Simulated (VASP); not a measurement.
# CaGa2H2Cl2 in VASP: a series of runs, part 2 of 2

VASP 6.6.1. Earlier steps stand in the parts before.

### Step 3. Density of states, PBEsol

Input file POSCAR:

```
CaGa2H2Cl2
1.0
    3.8301340113      0.0000000000      0.0000000000
   -1.9150670056      3.3169933537      0.0000000000
    0.0000000000      0.0000000000     44.7753657699
Ca Ga H Cl
1 2 2 2
Direct
    0.0000000000      0.0000000000      0.1859553748
    0.0000000000      0.0000000000      0.3527652378
    0.3333333333      0.6666666667      0.3211830407
    0.0000000000      0.0000000000      0.3876208748
    0.3333333333      0.6666666667      0.2863597289
    0.3333333333      0.6666666667      0.2202201316
    0.6666666667      0.3333333333      0.1516375883
```

Input file INCAR.step1:

```
SYSTEM = CaGa2H2Cl2
  PREC = Accurate
  ENCUT = 520
  EDIFF = 1E-6
  ISMEAR = 0
  SIGMA = 0.1
  LREAL = .FALSE.
  LASPH = .TRUE.
  NELM = 100
  ALGO = Normal
  ISIF = 2
  LWAVE = .FALSE.
  LCHARG = .TRUE.
  LDIPOL = .TRUE.
  IDIPOL = 3
  DIPOL = 0.5 0.5 0.272
  GGA = PS
  NBANDS = 35
```

Input file KPOINTS.step1:

```
Automatic mesh
0
G
  12 12 1
  0 0 0
```

Input file INCAR.step2:

```
SYSTEM = CaGa2H2Cl2
  PREC = Accurate
  ENCUT = 520
  EDIFF = 1E-6
  ISMEAR = -5
  SIGMA = 0.1
  LREAL = .FALSE.
  LASPH = .TRUE.
  NELM = 100
  ALGO = Normal
  ISIF = 2
  LWAVE = .FALSE.
  LCHARG = .FALSE.
  LDIPOL = .TRUE.
  IDIPOL = 3
  DIPOL = 0.5 0.5 0.272
  GGA = PS
  LORBIT = 10
  NEDOS = 2001
  ICHARG = 11
```

Input file KPOINTS.step2:

```
Automatic mesh
0
G
  18 18 1
  0 0 0
```

Potentials or basis: VASP PAW PBE potentials, release 64 (Ca_sv, Ga_d, H, Cl).

Launch:

```
cat potpaw_PBE.64/Ca_sv/POTCAR potpaw_PBE.64/Ga_d/POTCAR potpaw_PBE.64/H/POTCAR potpaw_PBE.64/Cl/POTCAR > POTCAR
cp INCAR.step1 INCAR
cp KPOINTS.step1 KPOINTS
mpirun -np 1 vasp_std > vasp.out
cp INCAR.step2 INCAR
cp KPOINTS.step2 KPOINTS
mpirun -np 1 vasp_std > vasp.out
```

OUTCAR:

```text
SYSTEM = CaGa2H2Cl2
   PREC = Accurate
   ENCUT = 520
   EDIFF = 1E-6
   ISMEAR = -5
   LREAL = .FALSE.
   LASPH = .TRUE.
   NELM = 100
   ISIF = 2
   GGA = PS
   LORBIT = 10
   ICHARG = 11

 ion  position               nearest neighbor table
   1  0.000  0.000  0.186-   6 2.69   6 2.69   6 2.69   7 2.69   7 2.69   7 2.69
   2  0.000  0.000  0.353-   4 1.56   3 2.62   3 2.62   3 2.62
   3  0.333  0.667  0.321-   5 1.56   2 2.62   2 2.62   2 2.62
   4  0.000  0.000  0.388-   2 1.56
   5  0.333  0.667  0.286-   3 1.56
   6  0.333  0.667  0.220-   1 2.69   1 2.69   1 2.69
   7  0.667  0.333  0.152-   1 2.69   1 2.69   1 2.69

  LATTYP: Found a hexagonal cell.
 ALAT       =     3.8301340113
 C/A-ratio  =    11.6902869816

  Lattice vectors:

 A1 = (   3.8301340113,   0.0000000000,   0.0000000000)
 A2 = (  -1.9150670056,   3.3169933537,   0.0000000000)
 A3 = (   0.0000000000,   0.0000000000,  44.7753657699)

Analysis of symmetry for initial positions (statically):
=====================================================================
 Subroutine PRICEL returns:
 Original cell was already a primitive cell.

 Routine SETGRP: Setting up the symmetry group for a
 hexagonal supercell.

 Subroutine GETGRP returns: Found  6 space group operations
 (whereof  6 operations were pure point group operations)
 out of a pool of 24 trial point group operations.

The static configuration has the point symmetry C_3v.

Analysis of symmetry for dynamics (positions and initial velocities):
=====================================================================
 Subroutine PRICEL returns:
 Original cell was already a primitive cell.

 Routine SETGRP: Setting up the symmetry group for a
 hexagonal supercell.

 Subroutine GETGRP returns: Found  6 space group operations
 (whereof  6 operations were pure point group operations)
 out of a pool of 24 trial point group operations.

The dynamic configuration has the point symmetry C_3v.

 Subroutine INISYM returns: Found  6 space group operations
 (whereof  6 operations are pure point group operations),
 and found     1 'primitive' translations

----------------------------------------------------------------------------------------

                                     Primitive cell

  volume of cell :     568.8499

  direct lattice vectors                    reciprocal lattice vectors
     3.830134011  0.000000000  0.000000000     0.261087470  0.150738921  0.000000000
    -1.915067006  3.316993354  0.000000000     0.000000000  0.301477843  0.000000000
     0.000000000  0.000000000 44.775365770     0.000000000  0.000000000  0.022333709

  length of vectors
     3.830134011  3.830134011 44.775365770     0.301477843  0.301477843  0.022333709

  position of ions in fractional coordinates (direct lattice)
     0.000000000  0.000000000  0.185955375
     0.000000000  0.000000000  0.352765238
     0.333333333  0.666666667  0.321183041
     0.000000000  0.000000000  0.387620875
     0.333333333  0.666666667  0.286359729
[... 74 lines left out ...]
   NGX,Y,Z   is equivalent  to a cutoff of  12.15, 12.15, 12.48 a.u.
   NGXF,Y,Z  is equivalent  to a cutoff of  24.31, 24.31, 24.95 a.u.
 SYSTEM =  CaGa2H2Cl2
   PREC   = accura    normal or accurate (medium, high low for compatibility)
   ISTART =      0    job   : 0-new  1-cont  2-samecut
   ICHARG =     11    charge: 1-file 2-atom 10-const
   ISPIN  =      1    spin polarized calculation?
   LNONCOLLINEAR =      F non collinear calculations
   LSORBIT =      F    spin-orbit coupling
   LASPH  =      T    aspherical Exc in radial PAW
   ENCUT  =  520.0 eV  38.22 Ry    6.18 a.u.   7.12  7.12 83.25*2*pi/ulx,y,z
   NELM   =    100;   NELMIN=  2; NELMDL=  0     # of ELM steps
   EDIFF  = 0.1E-05   stopping-criterion for ELM
   LREAL  =      F    real-space projection
   EDIFFG = 0.1E-04   stopping-criterion for IOM
   NSW    =      0    number of steps for IOM
   IBRION =     -1    ionic relax: 0-MD 1-quasi-New 2-CG
   NFREE  =      0    steps in history (QN), initial steepest desc. (CG)
   ISIF   =      2    stress and relaxation
   ISYM   =      2    0-nonsym 1-usesym 2-fastsym
   POTIM  = 0.5000    time-step for ionic-motion
   TEBEG  =    0.0;   TEEND  =   0.0 temperature during run
   PSTRESS=    0.0 pullay stress
   NELECT =      52.0000    total number of electrons
   NUPDOWN=      -1.0000    fix difference up-down
   EMIN   =  10.00;   EMAX   =-10.00  energy-range for DOS
   EFERMI =   0.00;   METHOD = LEGACY
   ISMEAR =    -5;   SIGMA  =   0.10  broadening in eV -4-tet -1-fermi 0-gaus
   EFERMI_NEDOS =   21; number of points for ismear=-14 and -15
   IALGO  =     38    algorithm
   IMIX   =      4    mixing-type and parameters
     AMIX     =   0.40;   BMIX     =  1.00
     AMIX_MAG =   1.60;   BMIX_MAG =  1.00
  volume/ion in A,a.u.               =      81.26       548.40
  Fermi-wavevector in a.u.,A,eV,Ry     =   0.737468  1.393613  7.399658  0.543860
  Thomas-Fermi vector in A             =   1.831157
   LORBIT       =     10    0 simple, 1 ext, 2 COOP (PROOUT), +10 PAW based schemes
   GGA     = PS    functional components
   LHFCALC =     F    Hartree Fock is set to
   AEXX    =    0.0000 exact exchange contribution
   IVDW    =     0    specifies the selected vdW correction
   LEPSILON=     F    determine dielectric tensor
   LRPA    =     F    only Hartree local field effects (RPA)
 non-spin polarized calculation
 Fermi weights with tetrahedron method with Bloechl corrections
  energy-cutoff  :      520.00
  volume of cell :      568.85
 maximum number of plane-waves:     15423

 number of electron      52.0000005 magnetization

 dipolmoment           0.000000      0.000000      0.006307 electrons x Angstroem

 Free energy of the ion-electron system (eV)
  ---------------------------------------------------
  ext. energy  EPLUGINS =         0.00000000
  ---------------------------------------------------
  free energy    TOTEN  =       -25.14911003 eV

  energy without entropy =      -25.14911003  energy(sigma->0) =      -25.14911003

 E-fermi :  -3.5137     XC(G=0):  -2.4795

 val. band max:       -3.5363340680   @ k =   0.3333   0.1667   0.0000
 cond. band min:      -3.4015646681   @ k =   0.1667   0.1111   0.0000
 fundamental gap:      0.1347693999
 Fermi energy:        -3.5137351448

 k-point     1 :       0.0000    0.0000    0.0000
  band No.  band energies     occupation
      1     -44.0007      2.00000
      2     -25.2172      2.00000
      3     -25.0772      2.00000
      4     -25.0772      2.00000
      5     -19.3069      2.00000
      6     -18.8326      2.00000
[... 805 lines left out ...]
     30       0.6431      0.00000
     31       1.0013      0.00000

 [... further k-points ...]

------------------------ aborting loop because EDIFF is reached ----------------------------------------

 vacuum level on the upper side and lower side of the slab       (xc-potential included)        -0.062        -0.147

  FORCE on cell =-STRESS in cart. coord.  units (eV):
  Direction    XX          YY          ZZ          XY          YZ          ZX
  --------------------------------------------------------------------------------------
  -------------------------------------------------------------------------------------
  Total       -0.7701937     -0.7701937     -0.7139908     -0.0000000      0.0000000      0.0000000
  in kB       -2.1692662     -2.1692662     -2.0109695     -0.0000000      0.0000000      0.0000000
  external PRESSURE =      -2.1165007 kB  Pullay stress =       0.0000000 kB

 VOLUME and BASIS-vectors are now :
 -----------------------------------------------------------------------------
  energy-cutoff  :      520.00
  volume of cell :      568.85
      direct lattice vectors                 reciprocal lattice vectors
     3.830134011  0.000000000  0.000000000     0.261087470  0.150738921  0.000000000
    -1.915067006  3.316993354  0.000000000     0.000000000  0.301477843  0.000000000
     0.000000000  0.000000000 44.775365770     0.000000000  0.000000000  0.022333709

 POSITION                                       TOTAL-FORCE (eV/Angst)
 -----------------------------------------------------------------------------------
      0.00000      0.00000      8.32622        -0.000000      0.000000     -0.015873
      0.00000      0.00000     15.79519        -0.000000      0.000000     -0.051468
     -0.00000      2.21133     14.38109         0.000000     -0.000000      0.094365
      0.00000      0.00000     17.35587        -0.000000      0.000000     -0.083609
     -0.00000      2.21133     12.82186        -0.000000      0.000000      0.067105
     -0.00000      2.21133      9.86044        -0.000000      0.000000     -0.135399
      1.91507      1.10566      6.78963        -0.000000      0.000000      0.124880
 -----------------------------------------------------------------------------------
    total drift:                                0.006177     -0.003567      0.001367

  FREE ENERGIE OF THE ION-ELECTRON SYSTEM (eV)
  ---------------------------------------------------
  free  energy   TOTEN  =       -25.1491100257 eV

  energy  without entropy=      -25.1491100257  energy(sigma->0) =      -25.14911003

 vacuum level on the upper side and lower side of the slab         1.785         1.699

 total charge

# of ion       s       p       d       tot
------------------------------------------
    1        2.035   5.865   0.257   8.157
    2        0.953   0.730   9.949  11.632
    3        0.953   0.732   9.949  11.634
    4        0.515   0.010   0.000   0.525
    5        0.515   0.010   0.000   0.526
    6        1.586   3.548   0.000   5.134
    7        1.585   3.549   0.000   5.135
--------------------------------------------------
tot          8.143  14.445  20.155  42.743
```

Run time: 12 min. Hardware: 1 thread of Intel Xeon 6975P-C (Granite Rapids), shared host; peak memory 0.99 GiB.

Results:

```
Valence electrons inside the program's atomic spheres : Ca 8.16; Ga 11.63; H 0.53; Cl 5.13
```

Caveat: the PAW data sets were made with another functional, which shifts forces and pressure a little; tetrahedron occupations give inexact forces and stress in metals.
